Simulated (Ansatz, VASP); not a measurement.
**BN: VASP beside Ansatz**

```
B N
1.0
     2.52247    0.00000    0.00000
    -1.26124    2.18453    0.00000
     0.00000    0.00000    4.17518
B N
2 2
Direct
  0.66667 0.33333 0.99970
  0.33333 0.66667 0.49970
  0.66667 0.33333 0.62530
  0.33333 0.66667 0.12530
```

Alike in both runs: functional LDA; k mesh 9 × 9 × 6; occupations gaussian, width 0.1 eV; no spin polarisation.

Ansatz relaxed the structure, and its values are those at the end. VASP's run is a single point on that final structure, the one shown.

|  | VASP | Ansatz |
| --- | --- | --- |
| version | VASP 6.6.1 | Ansatz 0.2.0 |
| potentials or method | VASP PAW LDA potentials, release 64 (B, N), cutoff 520 eV | scalar-relativistic, plane waves, PAW |
| valence electrons in the cell | 16 | 16 |

Ansatz gave:

```
gap on the k mesh at the Fermi level (eV) : 4.92
least direct gap on the mesh (eV)         : 8.29
pressure (GPa)                            : 0.0
```

Task: Which values does VASP return?

Result: gap on the k mesh at the Fermi level (eV): 4.90; least direct gap on the mesh (eV): 8.28; pressure (GPa): 1.2.

Ansatz warns that its potentials were made for another functional, while VASP's fit it. LDA's correlation is that of Perdew and Zunger in VASP and of Perdew and Wang (1992) in Ansatz.
